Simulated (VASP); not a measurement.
Set up this calculation in VASP 6.6.1, as the native input.

```yaml
Task: relaxation of cell and atoms
Functional: PBE
Potentials_or_basis: VASP PAW PBE potentials, release 64 (Be, N)
Cutoff: 600 eV
k_mesh: 8 × 8 × 10
Occupations: gaussian, width 0.1 eV
Spin: no spin polarisation
Dipole_correction: no
Further_INCAR_settings: ALGO = Normal; EDIFF = 1e-06; IBRION = 2; EDIFFG = -0.01; NSW = 100; ISIF = 3
```

The structure of Be6N lies in POSCAR:

```
Be6N
1.0
    4.5655607661      0.0000000000      0.0000000000
    0.0000000000      4.5655607661      0.0000000000
    0.0000000000      0.0000000000      3.9245527167
Be N
6 1
Direct
    0.1974999191      0.5000000000      0.0594998849
    0.8025000809      0.5000000000      0.0594998849
    0.5000000000      0.1974999191      0.0594998849
    0.5000000000      0.8025000809      0.0594998849
    0.5000000000      0.0000000000      0.5632965825
    0.0000000000      0.5000000000      0.5632965825
    0.0000000000      0.0000000000      0.8805648755
```

The cell was generated, and may not be a known phase.

These files were run (other wordings do the same):

INCAR

```
SYSTEM = Be6N
PREC     = Accurate       ! precision mode
ENCUT    = 600            ! plane-wave cutoff, eV
EDIFF    = 1E-6           ! SCF threshold, eV
ISMEAR   = 0              ! smearing method
SIGMA    = 0.1            ! smearing width, eV
LREAL    = .FALSE.        ! projectors in reciprocal space
LASPH    = .TRUE.         ! aspherical terms in the spheres
NELM     = 60             ! most SCF steps
ALGO     = Normal         ! electronic algorithm
ISIF     = 3              ! what is computed and relaxed
LWAVE    = .FALSE.        ! write WAVECAR
LCHARG   = .FALSE.        ! write CHGCAR
GGA      = PE             ! functional
IBRION   = 2              ! ionic algorithm
NSW      = 100            ! ionic steps
EDIFFG   = -0.01          ! ionic threshold
```

KPOINTS

```
Automatic mesh
0
G
  8 8 10
  0 0 0
```

Potentials or basis: VASP PAW PBE potentials, release 64 (Be, N).

Command:

```console
$ cat potpaw_PBE.64/Be/POTCAR potpaw_PBE.64/N/POTCAR > POTCAR
$ mpirun -np 1 vasp_std > vasp.out
```

Results of the run:

- Relaxed volume: 11.53 Å³/atom
- Relaxed cell: a = 4.522 Å, b = 4.522 Å, c = 3.946 Å, α = 90.00°, β = 90.00°, γ = 90.00°
- Space group after relaxing (to 0.1 Å): P4mm (No. 99)
- Energy gained by relaxing: 6.0 meV/atom
- Ionic steps: 8
- Pressure after relaxing: 0.1 GPa
- Largest force after relaxing: 0.009 eV/Å
- Band gap on the k mesh: zero (an odd number of electrons rules out a gap without spin polarisation)

It took 2.2 min on 1 thread of Intel(R) Xeon(R) 6975P-C (Granite Rapids), on a shared host, peak memory 0.26 GiB.
